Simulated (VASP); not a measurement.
Crystal: Zn.

```
Zn
1.0
     0.00000    2.71000    2.71000
     2.71000    0.00000    2.71000
     2.71000    2.71000    0.00000
Zn
2
Direct
  0.00000 0.00000 0.00000
  0.25000 0.25000 0.25000
```

This isn't the form of Zn at room conditions, which is hcp.

* Program: VASP 6.6.1
* Task: relaxation of cell and atoms
* Functional: PBE
* Potentials or basis: VASP PAW PBE potentials, release 64 (Zn)
* Cutoff: 500 eV
* k mesh: 13 × 13 × 13
* Occupations: methfessel-paxton, width 0.1 eV
* Spin: no spin polarisation

At the start: pressure 10.3 GPa; volume 19.90 Å³/atom.

Question: How do energy, volume and symmetry change on relaxing?

Answer: Over 4 steps the energy falls by 121.0 meV/atom and the volume is 24.57 Å³/atom (+23.5 %); space group Fd-3m (No. 227, to 0.1 Å) before and after.

Step by step:
```tsv
step	energy change (eV)	largest force (eV/Å)	pressure (GPa)	volume (Å³)
1	0.0000	0.0000	10.34	39.81
2	-0.2380	0.0000	0.93	47.67
3	-0.2418	0.0000	-0.22	49.52
4	-0.2421	0.0000	-0.01	49.15
```

Final structure:
```yaml
crystal:
  lattice:
    - [0.00000, 2.90730, 2.90730]
    - [2.90730, 0.00000, 2.90730]
    - [2.90730, 2.90730, 0.00000]
  atoms:
    - { symbol: Zn, position: [0.00000, 0.00000, 0.00000] }
    - { symbol: Zn, position: [0.25000, 0.25000, 0.25000] }
```

Caveat: the volume moved by over 15 % at a fixed basis, so the end points are rough.
